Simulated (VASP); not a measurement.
# Ir (Fd-3m) in VASP: further runs

The runs below take Ir through relaxation of cell and atoms, single point, with r2SCAN.

All numbers are computed with VASP 6.6.1; they aren't measurements. Logs are shortened: lines on timing, memory, paths and dates and some standing lists are left out, and cuts for length are marked.

## 1. The cell of the first run

The structure is cubic, space group Fd-3m (No. 227). The conventional cell has a = 5.529 Å, b = 5.529 Å, c = 5.529 Å, α = 90.00°, β = 90.00°, γ = 90.00°. Within 3.2 Å of Ir (site symmetry -43m) lie 4 Ir at 2.39 Å.

## 2. Relaxation of cell and atoms, r2SCAN

POSCAR

```
Ir
1.0
    0.0000000000      2.7646583413      2.7646583413
    2.7646583413      0.0000000000      2.7646583413
    2.7646583413      2.7646583413      0.0000000000
Ir
2
Direct
    0.0000000000      0.0000000000      0.0000000000
    0.2500000000      0.2500000000      0.2500000000
```

INCAR.step1

```
SYSTEM = Ir
ALGO = Normal
EDIFF = 1E-4
ENCUT = 600
GGA = PE
ISMEAR = 0
LASPH = .True.
LCHARG = .False.
LREAL = .False.
LWAVE = .True.
NELM = 100
PREC = Accurate
SIGMA = 0.1
```

INCAR.step2

```
SYSTEM = Ir
ALGO = Normal
EDIFF = 1E-7
EDIFFG = -0.01
ENCUT = 600
IBRION = 2
ISIF = 3
ISMEAR = 0
ISTART = 1
LASPH = .True.
LCHARG = .False.
LMIXTAU = .True.
LREAL = .False.
LWAVE = .False.
METAGGA = R2SCAN
NELM = 100
NSW = 100
PREC = Accurate
SIGMA = 0.1
```

KPOINTS

```
k-points
0
Gamma
  18 18 18
  0 0 0
```

Potentials or basis: VASP PAW PBE potentials, release 64 (Ir).

Command:

```sh
$ cat potpaw_PBE.64/Ir/POTCAR > POTCAR
$ cp INCAR.step1 INCAR
$ mpirun -np 1 vasp_std > vasp.out
$ cp INCAR.step2 INCAR
$ mpirun -np 1 vasp_std > vasp.out
```

OUTCAR:

```text
SYSTEM = Ir
   EDIFF = 1E-7
   EDIFFG = -0.01
   ENCUT = 600
   IBRION = 2
   ISIF = 3
   ISMEAR = 0
   ISTART = 1
   LASPH = .True.
   LREAL = .False.
   METAGGA = R2SCAN
   NELM = 100
   NSW = 100
   PREC = Accurate

 ion  position               nearest neighbor table
   1  0.000  0.000  0.000-   2 2.39   2 2.39   2 2.39   2 2.39
   2  0.250  0.250  0.250-   1 2.39   1 2.39   1 2.39   1 2.39

  LATTYP: Found a face centered cubic cell.
 ALAT       =     5.5293166826

  Lattice vectors:

 A1 = (   0.0000000000,   2.7646583413,   2.7646583413)
 A2 = (   2.7646583413,   0.0000000000,   2.7646583413)
 A3 = (   2.7646583413,   2.7646583413,   0.0000000000)

Analysis of symmetry for initial positions (statically):
=====================================================================
 Subroutine PRICEL returns:
 Original cell was already a primitive cell.

 Routine SETGRP: Setting up the symmetry group for a
 face centered cubic supercell.

 Subroutine GETGRP returns: Found 48 space group operations
 (whereof 24 operations were pure point group operations)
 out of a pool of 48 trial point group operations.

The static configuration has the point symmetry T_d .
 The point group associated with its full space group is O_h .

Analysis of symmetry for dynamics (positions and initial velocities):
=====================================================================
 Subroutine PRICEL returns:
 Original cell was already a primitive cell.

 Routine SETGRP: Setting up the symmetry group for a
 face centered cubic supercell.

 Subroutine GETGRP returns: Found 48 space group operations
 (whereof 24 operations were pure point group operations)
 out of a pool of 48 trial point group operations.

The dynamic configuration has the point symmetry T_d .
 The point group associated with its full space group is O_h .

 Subroutine INISYM returns: Found 48 space group operations
 (whereof 24 operations are pure point group operations),
 and found     1 'primitive' translations

----------------------------------------------------------------------------------------

                                     Primitive cell

  volume of cell :      42.2624

  direct lattice vectors                    reciprocal lattice vectors
     0.000000000  2.764658341  2.764658341    -0.180854174  0.180854174  0.180854174
     2.764658341  0.000000000  2.764658341     0.180854174 -0.180854174  0.180854174
     2.764658341  2.764658341  0.000000000     0.180854174  0.180854174 -0.180854174

  length of vectors
     3.909817322  3.909817322  3.909817322     0.313248618  0.313248618  0.313248618
[... 88 lines left out ...]
   ISYM   =      2    0-nonsym 1-usesym 2-fastsym
   POTIM  = 0.5000    time-step for ionic-motion
   TEBEG  =    0.0;   TEEND  =   0.0 temperature during run
   PSTRESS=    0.0 pullay stress
   NELECT =      18.0000    total number of electrons
   NUPDOWN=      -1.0000    fix difference up-down
   EMIN   =  10.00;   EMAX   =-10.00  energy-range for DOS
   EFERMI =   0.00;   METHOD = LEGACY
   ISMEAR =     0;   SIGMA  =   0.10  broadening in eV -4-tet -1-fermi 0-gaus
   EFERMI_NEDOS =   21; number of points for ismear=-14 and -15
   IALGO  =     38    algorithm
   IMIX   =      4    mixing-type and parameters
     AMIX     =   0.40;   BMIX     =  1.00
     AMIX_MAG =   1.60;   BMIX_MAG =  1.00
  volume/ion in A,a.u.               =      21.13       142.60
  Fermi-wavevector in a.u.,A,eV,Ry     =   1.231726  2.327625 20.642073  1.517150
  Thomas-Fermi vector in A             =   2.366524
   LORBIT       =      0    0 simple, 1 ext, 2 COOP (PROOUT), +10 PAW based schemes
   METAGGA = R2SCAN    functional components
   LHFCALC =     F    Hartree Fock is set to
   AEXX    =    0.0000 exact exchange contribution
   IVDW    =     0    specifies the selected vdW correction
   LEPSILON=     F    determine dielectric tensor
   LRPA    =     F    only Hartree local field effects (RPA)
 conjugate gradient relaxation of ions
 non-spin polarized calculation
 Gauss-broadening in eV      SIGMA  =   0.10
  energy-cutoff  :      600.00
  volume of cell :       42.26
 maximum number of plane-waves:      1426
   NGX = 15   NGY = 15   NGZ = 15

 number of electron      17.9999999 magnetization

 Free energy of the ion-electron system (eV)
  ---------------------------------------------------
  ext. energy  EPLUGINS =         0.00000000
  ---------------------------------------------------
  free energy    TOTEN  =      -102.74550097 eV

  energy without entropy =     -102.73477282  energy(sigma->0) =     -102.74013689

 E-fermi :   5.2953     XC(G=0): -12.1430

 val. band max:        5.2919290496   @ k =   0.5000   0.3889   0.1111
 cond. band min:       5.2980770968   @ k =   0.4444   0.3889   0.0556
 fundamental gap:      0.0061480473
 Fermi energy:         5.2953077724

 k-point     1 :       0.0000    0.0000    0.0000
  band No.  band energies     occupation
      1      -3.1291      2.00000
      2      -0.1822      2.00000
      3      -0.1822      2.00000
      4       0.2873      2.00000
      5       0.2873      2.00000
      6       0.2873      2.00000
      7       3.4407      2.00000
      8       3.4407      2.00000
      9       3.4407      2.00000
     10       6.0811      0.00000
     11       6.0811      0.00000
     12      16.8821      0.00000
     13      16.9951      0.00000
[... 354 lines left out ...]
  band No.  band energies     occupation
      1      -2.1230      2.00000
      2      -0.5250      2.00000
      3      -0.2459      2.00000
      4       0.1852      2.00000
      5       0.5968      2.00000
      6       0.9122      2.00000
      7       2.8007      2.00000
      8       3.2617      2.00000
      9       3.7147      2.00000
     10       5.7692      0.00000
     11       6.1671      0.00000
     12      11.7330      0.00000
     13      15.0007      0.00000

 [... further k-points ...]
[... 5 lines left out ...]
  --------------------------------------------------------------------------------------
  -------------------------------------------------------------------------------------
  Total       -0.0182756     -0.0182756     -0.0182756     -0.0000000     -0.0000000      0.0000000
  in kB       -0.6928334     -0.6928334     -0.6928334     -0.0000000     -0.0000000      0.0000000
  external PRESSURE =      -0.6928334 kB  Pullay stress =       0.0000000 kB

 VOLUME and BASIS-vectors are now :
 -----------------------------------------------------------------------------
  energy-cutoff  :      600.00
  volume of cell :       42.26
      direct lattice vectors                 reciprocal lattice vectors
     0.000000000  2.764658341  2.764658341    -0.180854174  0.180854174  0.180854174
     2.764658341  0.000000000  2.764658341     0.180854174 -0.180854174  0.180854174
     2.764658341  2.764658341  0.000000000     0.180854174  0.180854174 -0.180854174

 POSITION                                       TOTAL-FORCE (eV/Angst)
 -----------------------------------------------------------------------------------
      0.00000      0.00000      0.00000         0.000000     -0.000000     -0.000000
      1.38233      1.38233      1.38233        -0.000000      0.000000      0.000000
 -----------------------------------------------------------------------------------
    total drift:                               -0.000000      0.000000      0.000000

  FREE ENERGIE OF THE ION-ELECTRON SYSTEM (eV)
  ---------------------------------------------------
  free  energy   TOTEN  =      -102.7455009690 eV

  energy  without entropy=     -102.7347728209  energy(sigma->0) =     -102.74013689

 reached required accuracy - stopping structural energy minimisation
```

OUTCAR.step1:

```text
SYSTEM = Ir
   EDIFF = 1E-4
   ENCUT = 600
   GGA = PE
   ISMEAR = 0
   LASPH = .True.
   LREAL = .False.
[... 606 lines left out ...]
      0.00000      0.00000      0.00000         0.000000     -0.000000     -0.000000
      1.38233      1.38233      1.38233        -0.000000      0.000000      0.000000
 -----------------------------------------------------------------------------------
    total drift:                               -0.000000      0.000000      0.000000

  FREE ENERGIE OF THE ION-ELECTRON SYSTEM (eV)
  ---------------------------------------------------
  free  energy   TOTEN  =       -15.7007054567 eV

  energy  without entropy=      -15.6895888009  energy(sigma->0) =      -15.69514713
```

It took 2.5 min on 1 thread of Intel Xeon 6975P-C (Granite Rapids), shared host; peak memory 0.27 GiB.

What came out:

```yaml
Free_energy: -102.7455 eV
Pressure_after_relaxing: -0.1 GPa
Band_gap_on_the_k_mesh: zero (band 9 reaches 6.39 eV, above the bottom of band 10 at 4.70 eV)
```

Final structure:
```xyz
2
Lattice="0.0000 2.7647 2.7647 2.7647 0.0000 2.7647 2.7647 2.7647 0.0000" Properties=species:S:1:pos:R:3 pbc="T T T"
Ir    0.0000    0.0000    0.0000
Ir    1.3823    1.3823    1.3823
```

Caveat: the relaxation stopped at its first step, so nothing moved; the PAW data sets were made with another functional, which shifts forces and pressure a little; spin-orbit coupling is left out, which moves the levels of the heavy elements.

## 3. Single point, r2SCAN

This run uses another cell than the first one, of 16.35 Å³/atom, 0.774 times its volume.

POSCAR

```
Ir
1.0
    0.0000000000      2.5380291931      2.5380291931
    2.5380291931      0.0000000000      2.5380291931
    2.5380291931      2.5380291931      0.0000000000
Ir
2
Direct
    0.5000000000      0.5000000000      0.5000000000
    0.7500000000      0.7500000000      0.7500000000
```

INCAR.step1

```
SYSTEM = Ir
PREC = Accurate
ENCUT = 520
ISMEAR = 0
SIGMA = 0.1
LREAL = .FALSE.
LASPH = .TRUE.
NELM = 100
NBANDS = 16
GGA = PE
ALGO = Normal
EDIFF = 1E-4
LWAVE = .TRUE.
LCHARG = .FALSE.
```

INCAR.step2

```
SYSTEM = Ir
PREC = Accurate
ENCUT = 520
EDIFF = 1E-6
ISMEAR = 0
SIGMA = 0.1
LREAL = .FALSE.
LASPH = .TRUE.
NELM = 100
ALGO = Normal
ISIF = 2
LWAVE = .FALSE.
LCHARG = .FALSE.
METAGGA = R2SCAN
LMIXTAU = .TRUE.
NBANDS = 16
ISTART = 1
```

KPOINTS

```
Automatic mesh
0
G
  6 6 6
  0 0 0
```

Potentials or basis: VASP PAW PBE potentials, release 64 (Ir).

Command:

```sh
$ cat potpaw_PBE.64/Ir/POTCAR > POTCAR
$ cp INCAR.step1 INCAR
$ mpirun -np 1 vasp_std > vasp.out
$ cp INCAR.step2 INCAR
$ mpirun -np 1 vasp_std > vasp.out
```

OUTCAR:

```text
SYSTEM = Ir
   PREC = Accurate
   ENCUT = 520
   EDIFF = 1E-6
   ISMEAR = 0
   LREAL = .FALSE.
   LASPH = .TRUE.
   NELM = 100
   ISIF = 2
   METAGGA = R2SCAN
   ISTART = 1

 ion  position               nearest neighbor table
   1  0.500  0.500  0.500-   2 2.20   2 2.20   2 2.20   2 2.20
   2  0.750  0.750  0.750-   1 2.20   1 2.20   1 2.20   1 2.20

  LATTYP: Found a face centered cubic cell.
 ALAT       =     5.0760583862

  Lattice vectors:

 A1 = (   0.0000000000,   2.5380291931,   2.5380291931)
 A2 = (   2.5380291931,   0.0000000000,   2.5380291931)
 A3 = (   2.5380291931,   2.5380291931,   0.0000000000)

Analysis of symmetry for initial positions (statically):
=====================================================================
 Subroutine PRICEL returns:
 Original cell was already a primitive cell.

 Routine SETGRP: Setting up the symmetry group for a
 face centered cubic supercell.

 Subroutine GETGRP returns: Found 48 space group operations
 (whereof 24 operations were pure point group operations)
 out of a pool of 48 trial point group operations.

The static configuration has the point symmetry T_d .
 The point group associated with its full space group is O_h .

Analysis of symmetry for dynamics (positions and initial velocities):
=====================================================================
 Subroutine PRICEL returns:
 Original cell was already a primitive cell.

 Routine SETGRP: Setting up the symmetry group for a
 face centered cubic supercell.

 Subroutine GETGRP returns: Found 48 space group operations
 (whereof 24 operations were pure point group operations)
 out of a pool of 48 trial point group operations.

The dynamic configuration has the point symmetry T_d .
 The point group associated with its full space group is O_h .

 Subroutine INISYM returns: Found 48 space group operations
 (whereof 24 operations are pure point group operations),
 and found     1 'primitive' translations

[... 101 lines left out ...]
   EFERMI_NEDOS =   21; number of points for ismear=-14 and -15
   IALGO  =     38    algorithm
   IMIX   =      4    mixing-type and parameters
     AMIX     =   0.40;   BMIX     =  1.00
     AMIX_MAG =   1.60;   BMIX_MAG =  1.00
  volume/ion in A,a.u.               =      16.35       110.33
  Fermi-wavevector in a.u.,A,eV,Ry     =   1.341711  2.535467 24.493059  1.800189
  Thomas-Fermi vector in A             =   2.469923
   LORBIT       =      0    0 simple, 1 ext, 2 COOP (PROOUT), +10 PAW based schemes
   METAGGA = R2SCAN    functional components
   LHFCALC =     F    Hartree Fock is set to
   AEXX    =    0.0000 exact exchange contribution
   IVDW    =     0    specifies the selected vdW correction
   LEPSILON=     F    determine dielectric tensor
   LRPA    =     F    only Hartree local field effects (RPA)
 non-spin polarized calculation
 Gauss-broadening in eV      SIGMA  =   0.10
  energy-cutoff  :      520.00
  volume of cell :       32.70
 maximum number of plane-waves:       899
   NGX = 13   NGY = 13   NGZ = 13

 number of electron      18.0000001 magnetization

 Free energy of the ion-electron system (eV)
  ---------------------------------------------------
  ext. energy  EPLUGINS =         0.00000000
  ---------------------------------------------------
  free energy    TOTEN  =      -100.57032263 eV

  energy without entropy =     -100.56360937  energy(sigma->0) =     -100.56696600

 E-fermi :   8.8652     XC(G=0): -13.7392

 val. band max:        8.7126008188   @ k =  -0.3333   0.1667   0.0000
 cond. band min:       8.8851233353   @ k =   0.3333   0.1667   0.0000
 fundamental gap:      0.1725225165
 Fermi energy:         8.8652160694

 k-point     1 :       0.0000    0.0000    0.0000
  band No.  band energies     occupation
      1      -1.6648      2.00000
      2       1.1934      2.00000
      3       1.1934      2.00000
      4       2.3037      2.00000
      5       2.3037      2.00000
      6       2.3037      2.00000
[... 281 lines left out ...]
      3       2.2982      2.00000
      4       2.2982      2.00000
      5       4.2678      2.00000
      6       4.2678      2.00000
[... 8 lines left out ...]
     15      23.6313      0.00000
     16      23.6313      0.00000

------------------------ aborting loop because EDIFF is reached ----------------------------------------

  FORCE on cell =-STRESS in cart. coord.  units (eV):
  Direction    XX          YY          ZZ          XY          YZ          ZX
  --------------------------------------------------------------------------------------
  -------------------------------------------------------------------------------------
  Total       18.5736572     18.5736572     18.5736572     -0.0000000      0.0000000     -0.0000000
  in kB      910.0980274    910.0980274    910.0980274     -0.0000000      0.0000000     -0.0000000
  external PRESSURE =     910.0980274 kB  Pullay stress =       0.0000000 kB

 VOLUME and BASIS-vectors are now :
 -----------------------------------------------------------------------------
  energy-cutoff  :      520.00
  volume of cell :       32.70
      direct lattice vectors                 reciprocal lattice vectors
     0.000000000  2.538029193  2.538029193    -0.197003250  0.197003250  0.197003250
     2.538029193  0.000000000  2.538029193     0.197003250 -0.197003250  0.197003250
     2.538029193  2.538029193  0.000000000     0.197003250  0.197003250 -0.197003250

 POSITION                                       TOTAL-FORCE (eV/Angst)
 -----------------------------------------------------------------------------------
      2.53803      2.53803      2.53803         0.000000     -0.000000      0.000000
      3.80704      3.80704      3.80704        -0.000000      0.000000     -0.000000
 -----------------------------------------------------------------------------------
    total drift:                                0.000000      0.000000      0.000000

  FREE ENERGIE OF THE ION-ELECTRON SYSTEM (eV)
  ---------------------------------------------------
  free  energy   TOTEN  =      -100.5703226310 eV

  energy  without entropy=     -100.5636093682  energy(sigma->0) =     -100.56696600
```

It took 22 s on 1 thread of Intel Xeon 6975P-C (Granite Rapids), shared host; peak memory 0.16 GiB.

Results:

* Free energy: -100.5703 eV
* Pressure: 91.0 GPa
* Band gap on the k mesh: zero (band 9 reaches 10.38 eV, above the bottom of band 10 at 8.22 eV)

Levels at points of the mesh, in eV from the Fermi level:
| k point | band 5 | band 6 | band 7 | band 8 | band 9 | band 10 | band 11 | band 12 | band 13 | band 14 |
| --- | --- | --- | --- | --- | --- | --- | --- | --- | --- | --- |
| (0.00, 0.00, 0.00) | -6.56 | -6.56 | -2.49 | -2.49 | -2.49 | 1.56 | 1.56 | 12.44 | 13.04 | 13.70 |
| (0.50, 0.00, 0.00) | -7.04 | -7.04 | -2.91 | -1.30 | -1.30 | 0.61 | 0.61 | 2.16 | 10.45 | 11.47 |
| (0.50, 0.50, 0.00) | -4.63 | -4.63 | -3.78 | -3.78 | 1.06 | 1.06 | 2.83 | 2.83 | 4.22 | 4.22 |

Caveat: the PAW data sets were made with another functional, which shifts forces and pressure a little; spin-orbit coupling is left out, which moves the levels of the heavy elements.
